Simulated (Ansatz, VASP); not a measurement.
# TaN in VASP and in Ansatz

File POSCAR:

```
TaN
1.0
    0.0000000000      2.2116850000      2.1790000000
    2.1790000000      0.0000000000      2.1790000000
    2.1790000000      2.2116850000      0.0000000000
Ta N
1 1
Direct
    0.5000000000      0.5000000000      0.5000000000
    0.0000000000      0.0000000000      0.0000000000
```

File INCAR.step1:

```
PREC = Accurate
ENCUT = 770
ISMEAR = 0
SIGMA = 0.15
LREAL = False
LASPH = True
NELM = 120
NBANDS = 16
GGA = PE
ALGO = Normal
EDIFF = 1E-5
LWAVE = True
LCHARG = False
GGA_COMPAT = False
```

INCAR.step2

```
PREC = Accurate
ENCUT = 770
EDIFF = 1E-6
ISMEAR = 0
SIGMA = 0.15
LREAL = False
LASPH = True
NELM = 120
ALGO = Normal
ISIF = 2
LWAVE = False
LCHARG = True
METAGGA = R2SCAN
LMIXTAU = True
LELF = True
LVHAR = True
NBANDS = 16
ISTART = 1
GGA_COMPAT = False
```

The input KPOINTS:

```
Automatic mesh
0
Gamma
  18 18 18
```

Input for Ansatz:

```yaml
crystal:
  lattice:
    - [0.0, 2.211685, 2.179]
    - [2.179, 0.0, 2.179]
    - [2.179, 2.211685, 0.0]
  atoms:
    - { symbol: Ta, position: [0.5, 0.5, 0.5] }
    - { symbol: "N", position: [0.0, 0.0, 0.0] }
basis:
  ecutwfc: 500
kpoints:
  mp_grid: { grid: [18, 18, 18] }
hamiltonian:
  xc: r2scan
scf:
  occupations: { method: gaussian, width: 0.15 }
output:
  forces: true
  stress: true
  eigenvalues: true
  write_density: true
  write_potential: true
  elf: true
  volumetric_format: npy
```

Change from the starting cell: strain +0.0150 x Voigt [0, 1, 0, 0, 0, 0], atoms carried along.

Alike in both runs: task single point; functional r2SCAN; k mesh 18 × 18 × 18; occupations gaussian, width 0.15 eV; no spin polarisation.

|  | VASP | Ansatz |
| --- | --- | --- |
| version | VASP 6.6.1 | Ansatz 0.2.0 |
| potentials or method | VASP PAW PBE potentials, release 64 (Ta_sv_GW, N), cutoff 770 eV | scalar-relativistic, plane waves, PAW |
| valence electrons in the cell | 18 | 18 |

|  | VASP | Ansatz | Ansatz less VASP |
| --- | --- | --- | --- |
| gap on the k mesh at the Fermi level (eV) | none | none | - |
| pressure (GPa) | 4.3 | 4.3 | -0.05 |
| traceless stress, the component that is largest in VASP (GPa) | -6.30 | -6.27 | +0.028 |

VASP's potentials were made for PBE, not for r2SCAN. A gap of «none» marks a metal or a gap that the smearing closes. With one functional, cell and mesh, what is left measures potentials, basis and numerics.

Neither program's run includes spin-orbit coupling.
